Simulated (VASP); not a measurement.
# MnO (Fm-3m) in VASP: a series of runs, part 3 of 3

VASP 6.6.1. Earlier steps stand in the parts before.

### Step 4. Single point, PBE, collinear spin, ferromagnetic start

This run uses another cell than the first one, of 10.97 Å³/atom, 1.063 times its volume.

INCAR reads:

```
  PREC = Accurate
  ENCUT = 520
  EDIFF = 1E-6
  ISMEAR = -1
  SIGMA = 0.05
  LREAL = F
  LASPH = T
  NELM = 150
  ALGO = Normal
  ISIF = 2
  LWAVE = F
  LCHARG = F
  ISPIN = 2
  MAGMOM = 4 0
  LORBIT = 11
  LMAXMIX = 4
  GGA = PE
  NBANDS = 20
```

KPOINTS reads:

```
regular mesh
0
Gamma
  14 14 14
```

POSCAR reads:

```
MnO
1.0
    0.0000000000      2.2220000000      2.2220000000
    2.2220000000      0.0000000000      2.2220000000
    2.2220000000      2.2220000000      0.0000000000
Mn O
1 1
Direct
    0.0000000000      0.0000000000      0.0000000000
    0.5000000000      0.5000000000      0.5000000000
```

Potentials or basis: VASP PAW PBE potentials, release 64 (Mn_pv, O).

On the command line:

```
> cat potpaw_PBE.64/Mn_pv/POTCAR potpaw_PBE.64/O/POTCAR > POTCAR
> mpirun -np 1 vasp_std > vasp.out
```

OUTCAR:

```text
PREC = Accurate
   ENCUT = 520
   EDIFF = 1E-6
   ISMEAR = -1
   LREAL = F
   LASPH = T
   NELM = 150
   ISIF = 2
   ISPIN = 2
   LORBIT = 11
   GGA = PE

 ion  position               nearest neighbor table
   1  0.000  0.000  0.000-   2 2.22   2 2.22   2 2.22   2 2.22   2 2.22   2 2.22
   2  0.500  0.500  0.500-   1 2.22   1 2.22   1 2.22   1 2.22   1 2.22   1 2.22

  LATTYP: Found a face centered cubic cell.
 ALAT       =     4.4440000000

  Lattice vectors:

 A1 = (   0.0000000000,   2.2220000000,   2.2220000000)
 A2 = (   2.2220000000,   0.0000000000,   2.2220000000)
 A3 = (   2.2220000000,   2.2220000000,   0.0000000000)

Analysis of symmetry for initial positions (statically):
=====================================================================
 Subroutine PRICEL returns:
 Original cell was already a primitive cell.

 Routine SETGRP: Setting up the symmetry group for a
 face centered cubic supercell.

 Subroutine GETGRP returns: Found 48 space group operations
 (whereof 48 operations were pure point group operations)
 out of a pool of 48 trial point group operations.

The static configuration has the point symmetry O_h .

Analysis of symmetry for dynamics (positions and initial velocities):
=====================================================================
 Subroutine PRICEL returns:
 Original cell was already a primitive cell.

 Routine SETGRP: Setting up the symmetry group for a
 face centered cubic supercell.

 Subroutine GETGRP returns: Found 48 space group operations
 (whereof 48 operations were pure point group operations)
 out of a pool of 48 trial point group operations.

The dynamic configuration has the point symmetry O_h .

Analysis of structural, dynamic, and magnetic symmetry:
=====================================================================
 Subroutine PRICEL returns:
 Original cell was already a primitive cell.
[... 139 lines left out ...]
 spin polarized calculation
  energy-cutoff  :      520.00
  volume of cell :       21.94
 maximum number of plane-waves:       609
   NGX = 11   NGY = 11   NGZ = 11

 number of electron      18.9999992 magnetization       4.7562389

 Free energy of the ion-electron system (eV)
  ---------------------------------------------------
  ext. energy  EPLUGINS =         0.00000000
  ---------------------------------------------------
  free energy    TOTEN  =       -16.40634492 eV

  energy without entropy =      -16.39840617  energy(sigma->0) =      -16.40237555

 E-fermi :   7.5566     XC(G=0): -11.8716

 val. band max:        7.5556350523   @ k =  -0.2143   0.2857   0.0714
 cond. band min:       7.5579967980   @ k =   0.2857   0.2143   0.0000
 fundamental gap:      0.0023617457
 Fermi energy:         7.5566408983

 spin component 1

 k-point     1 :       0.0000    0.0000    0.0000
  band No.  band energies     occupation
      1     -42.8190      1.00000
      2     -42.8190      1.00000
      3     -42.8190      1.00000
      4     -12.7290      1.00000
      5       3.7986      1.00000
      6       3.7986      1.00000
[... 541 lines left out ...]
     19      29.7701      0.00000
     20      32.6184      0.00000

 [... further k-points ...]

 spin component 2

 k-point     1 :       0.0000    0.0000    0.0000
  band No.  band energies     occupation
      1     -38.1657      1.00000
      2     -38.1656      1.00000
      3     -38.1656      1.00000
      4     -12.2914      1.00000
      5       4.1808      1.00000
      6       4.1808      1.00000
[... 541 lines left out ...]
     19      31.2164      0.00000
     20      34.0833      0.00000

 [... further k-points ...]
[... 5 lines left out ...]
  --------------------------------------------------------------------------------------
  -------------------------------------------------------------------------------------
  Total       -0.0099704     -0.0099704     -0.0099704     -0.0000000      0.0000000      0.0000000
  in kB       -0.7280509     -0.7280509     -0.7280509     -0.0000000      0.0000000      0.0000000
  external PRESSURE =      -0.7280509 kB  Pullay stress =       0.0000000 kB

 VOLUME and BASIS-vectors are now :
 -----------------------------------------------------------------------------
  energy-cutoff  :      520.00
  volume of cell :       21.94
      direct lattice vectors                 reciprocal lattice vectors
     0.000000000  2.222000000  2.222000000    -0.225022502  0.225022502  0.225022502
     2.222000000  0.000000000  2.222000000     0.225022502 -0.225022502  0.225022502
     2.222000000  2.222000000  0.000000000     0.225022502  0.225022502 -0.225022502

 POSITION                                       TOTAL-FORCE (eV/Angst)
 -----------------------------------------------------------------------------------
      0.00000      0.00000      0.00000        -0.000000      0.000000     -0.000000
      2.22200      2.22200      2.22200         0.000000      0.000000      0.000000
 -----------------------------------------------------------------------------------
    total drift:                                0.000000     -0.000000     -0.000000

  FREE ENERGIE OF THE ION-ELECTRON SYSTEM (eV)
  ---------------------------------------------------
  free  energy   TOTEN  =       -16.4063449199 eV

  energy  without entropy=      -16.3984061703  energy(sigma->0) =      -16.40237555

 total charge

# of ion       s       p       d       tot
------------------------------------------
    1        0.203   6.176   4.976  11.355
    2        1.561   3.414   0.000   4.975
--------------------------------------------------
tot          1.765   9.590   4.976  16.331

 magnetization (x)

# of ion       s       p       d       tot
------------------------------------------
    1        0.034   0.026   4.261   4.321
    2        0.030   0.169   0.000   0.200
--------------------------------------------------
tot          0.065   0.195   4.261   4.521
```

OSZICAR:

```text
N       E                     dE             d eps       ncg     rms          rms(c)
DAV:   1     0.170071066703E+03    0.17007E+03   -0.10402E+04  8352   0.112E+03
DAV:   2    -0.102542193909E+02   -0.18033E+03   -0.16814E+03  8560   0.327E+02
DAV:   3    -0.186609888655E+02   -0.84068E+01   -0.83095E+01  9464   0.764E+01
DAV:   4    -0.187236151424E+02   -0.62626E-01   -0.62613E-01  9464   0.679E+00
DAV:   5    -0.187241682854E+02   -0.55314E-03   -0.55313E-03  9420   0.638E-01    0.138E+01
DAV:   6    -0.167214799700E+02    0.20027E+01   -0.97888E+00 11352   0.343E+01    0.132E+01
DAV:   7    -0.164179595063E+02    0.30352E+00   -0.12743E+00  9532   0.162E+01    0.785E+00
DAV:   8    -0.164174856794E+02    0.47383E-03   -0.11689E-01  9184   0.254E+00    0.468E+00
DAV:   9    -0.164037027860E+02    0.13783E-01   -0.38405E-02  8732   0.208E+00    0.117E+00
DAV:  10    -0.164058606123E+02   -0.21578E-02   -0.73657E-03  9076   0.996E-01    0.259E-01
DAV:  11    -0.164062619303E+02   -0.40132E-03   -0.10923E-03  9564   0.312E-01    0.111E-01
DAV:  12    -0.164063272916E+02   -0.65361E-04   -0.56417E-05  9156   0.936E-02    0.324E-02
DAV:  13    -0.164063376699E+02   -0.10378E-04   -0.10314E-05  9476   0.279E-02    0.314E-02
DAV:  14    -0.164063449853E+02   -0.73155E-05   -0.52257E-06  9176   0.188E-02    0.655E-03
DAV:  15    -0.164063449199E+02    0.65431E-07   -0.27418E-07  5152   0.494E-03
   1 F= -.16406345E+02 E0= -.16402376E+02  d E =-.793875E-02  mag=     4.7563
```

stdout:

```text
POSCAR found type information on POSCAR MnO
 POSCAR found :  2 types and       2 ions
 scaLAPACK will be used
 LDA part: xc-table for (Slater+PW92), standard interpolation
 POSCAR, INCAR and KPOINTS ok, starting setup
 FFT: planning ... GRIDC
 FFT: planning ... GRID_SOFT
 FFT: planning ... GRID
 WAVECAR not read
 entering main loop
```

It took 28 s on 1 thread of Intel Xeon 6975P-C (Granite Rapids), shared host; peak memory 0.19 GiB.

What came out:

- Free energy: -16.4063 eV
- Pressure: -0.1 GPa
- Net moment: 4.76 μB per cell
- Site moments: Mn +4.32; O +0.20 μB
- Valence electrons inside the program's atomic spheres: Mn 11.36; O 4.97

Levels at points of the mesh, in eV from the Fermi level:
Spin up:
```csv
k point,band 8,band 9,band 10,band 11,band 12,band 13,band 14,band 15,band 16,band 17
"(0.00, 0.00, 0.00)",-3.22,-3.22,-3.22,-2.69,-2.69,-0.52,13.98,16.34,16.34,16.34
"(0.50, 0.00, 0.00)",-2.33,-2.33,-1.89,0.20,0.20,3.48,7.74,11.89,11.89,18.49
"(0.50, 0.50, 0.00)",-4.22,-2.27,-2.05,-2.05,-1.92,5.03,7.82,10.41,13.66,13.66
```
Spin down:
```
           k point  band 4  band 5  band 6  band 7  band 8  band 9  band 10  band 11
(0.00, 0.00, 0.00)  -19.85   -3.38   -3.38   -3.38    0.73    0.73     0.73     0.79
(0.50, 0.00, 0.00)  -18.89   -7.38   -4.86   -4.86    1.91    1.96     1.96     3.63
(0.50, 0.50, 0.00)  -18.92   -6.43   -4.35   -4.35   -0.85    1.94     2.14     2.39
```

Caveat: a cell with one magnetic atom can't hold antiferromagnetic order, which such compounds often take; semilocal functionals often make such compounds metallic where correlation or magnetic order opens a gap, which also shifts bond lengths. With open d or f shells a metallic result of PBE can be an artefact of self-interaction; +U or a hybrid may open a gap.

### Step 5. Single point, PBE, collinear spin, ferromagnetic start (volume scaled by 1.03)

INCAR reads:

```
PREC = Accurate ; ENCUT = 520
EDIFF = 1E-7 ; ISMEAR = -1
SIGMA = 0.05 ; LREAL = F
LASPH = T ; NELM = 150
ALGO = Normal ; ISIF = 2
LWAVE = F ; LCHARG = F
ISPIN = 2 ; MAGMOM = 4 0
LORBIT = 11 ; LMAXMIX = 4
GGA = PE ; NBANDS = 20
```

KPOINTS is that of step 4.

POSCAR reads:

```
MnO
1.0
    0.0000000000      2.2440014309      2.2440014309
    2.2440014309      0.0000000000      2.2440014309
    2.2440014309      2.2440014309      0.0000000000
Mn O
1 1
Direct
    0.0000000000      0.0000000000      0.0000000000
    0.5000000000      0.5000000000      0.5000000000
```

On the command line:

```
> cat potpaw_PBE.64/Mn_pv/POTCAR potpaw_PBE.64/O/POTCAR > POTCAR
> mpirun -np 1 vasp_std > vasp.out
```

Wall time 30 s (1 thread of Intel Xeon 6975P-C (Granite Rapids), shared host); peak memory 0.19 GiB.

The run converged. Its results:

```
Free energy                                           : -16.4006 eV
Pressure                                              : -3.1 GPa
Net moment                                            : 4.83 μB per cell
Site moments                                          : Mn +4.38; O +0.20 μB
Valence electrons inside the program's atomic spheres : Mn 11.32; O 4.96
```

Levels at points of the mesh, in eV from the Fermi level:
Spin up:
```
           k point  band 9  band 10  band 11  band 12  band 13  band 14  band 15  band 16
(0.00, 0.00, 0.00)   -3.17    -3.17    -2.67    -2.67    -0.61    13.92    16.13    16.13
(0.50, 0.00, 0.00)   -2.33    -1.89     0.15     0.15     3.45     7.53    11.71    11.71
(0.50, 0.50, 0.00)   -2.26    -2.07    -2.07    -1.96     4.85     7.70    10.28    13.38
```
Spin down:
| k point | band 5 | band 6 | band 7 | band 8 | band 9 | band 10 |
| --- | --- | --- | --- | --- | --- | --- |
| (0.00, 0.00, 0.00) | -3.20 | -3.20 | -3.20 | 0.73 | 0.84 | 0.84 |
| (0.50, 0.00, 0.00) | -7.09 | -4.62 | -4.62 | 1.97 | 2.01 | 2.01 |
| (0.50, 0.50, 0.00) | -6.18 | -4.15 | -4.15 | -0.66 | 2.00 | 2.15 |

Caveat: the cell differs from its parent crystal (volume scaled by 1.03); a cell with one magnetic atom can't hold antiferromagnetic order, which such compounds often take; semilocal functionals often make such compounds metallic where correlation or magnetic order opens a gap, which also shifts bond lengths.

### Step 6. Summary

```tsv
cell	gap on the mesh (eV)	pressure (GPa)	moment (μB)
a = 3.079 Å, angles 60.0°, 2 atoms	none	7.3	4.58
a = 3.111 Å, angles 60.0°, 2 atoms	none	3.5	4.68
a = 3.142 Å, angles 60.0°, 2 atoms	none	-0.1	4.76
a = 3.173 Å, angles 60.0°, 2 atoms	none	-3.1	4.83
```

Alike in all rows: task single point; level PBE; potentials or basis VASP PAW PBE potentials, release 64 (Mn_pv, O); spin collinear, ferromagnetic start; k mesh 14 × 14 × 14; cutoff (eV) 520; smearing fermi-dirac 0.05 eV.

Caveats: a cell with one magnetic atom can't hold antiferromagnetic order, which such compounds often take; semilocal functionals often make such compounds metallic where correlation or magnetic order opens a gap, which also shifts bond lengths.

Absolute energies hang on the potentials; compare differences alone.
